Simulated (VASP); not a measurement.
## SnO2: single point with PBEsol

Crystal: SnO2.

```
Sn O
1.0
     4.81971    0.00000    0.00000
     0.00000    4.89881    0.00000
     0.00000    0.00000    3.26236
Sn O
2 4
Direct
  0.00000 0.00000 0.00000
  0.50000 0.50000 0.50000
  0.70815 0.67896 0.00000
  0.20814 0.82104 0.50000
  0.79185 0.17896 0.50000
  0.29185 0.32104 0.00000
```

```yaml
Program: VASP 6.6.1
Task: single point
Functional: PBEsol
Potentials_or_basis: VASP PAW PBE potentials, release 64 (Sn_d, O)
Cutoff: 520 eV
k_mesh: 6 × 6 × 8
Occupations: fermi-dirac, width 0.05 eV
Spin: no spin polarisation
```

- Pressure: -9.0 GPa
- Largest force: 0.161 eV/Å
- Band gap on the k mesh: 0.56 eV

Forces on the atoms (eV/Å):
```
Sn   0.000  0.000  0.000
Sn   0.000  0.000  0.000
O   -0.160 -0.016  0.000
O   -0.160  0.016  0.000
O    0.160 -0.016  0.000
O    0.160  0.016  0.000
```

Stress tensor (GPa, compression positive):
```
 -8.20   0.00   0.00
  0.00  -8.42   0.00
  0.00   0.00 -10.25
```

Levels at points of the mesh, in eV from the valence-band top:
```csv
k point,band 22,band 23,band 24,band 25,band 26,band 27,band 28,band 29,band 30,band 31
"(0.00, 0.00, 0.00)",-1.16,-1.13,-0.59,-0.58,0.00,0.56,5.48,5.84,5.99,9.89
"(0.50, 0.00, 0.00)",-1.68,-1.10,-1.10,-0.40,-0.40,3.62,3.62,6.43,6.43,10.23
"(0.00, 0.50, 0.00)",-1.84,-1.09,-1.09,-0.52,-0.52,3.78,3.78,6.86,6.86,10.05
"(0.50, 0.50, 0.00)",-1.75,-1.22,-1.22,-0.69,-0.69,4.09,4.09,6.96,6.96,10.25
"(0.00, 0.00, 0.50)",-2.48,-1.38,-1.38,-1.00,-1.00,5.37,5.37,9.14,9.14,10.02
"(0.50, 0.00, 0.50)",-1.67,-0.77,-0.77,-0.70,-0.70,5.67,5.67,7.50,7.50,10.14
"(0.00, 0.50, 0.50)",-1.38,-0.98,-0.98,-0.60,-0.60,5.57,5.57,7.27,7.27,10.57
"(0.50, 0.50, 0.50)",-2.34,-0.79,-0.79,-0.62,-0.62,4.16,4.16,8.44,8.44,10.34
```

Wall time 110 s on 1 thread of Intel(R) Xeon(R) Platinum 8488C (Sapphire Rapids), on a shared host, peak memory 0.29 GiB.

Caveat: the cell stands under tension; the PAW data sets were made with another functional, which shifts forces and pressure a little; spin-orbit coupling is left out, which moves the levels of the heavy elements.
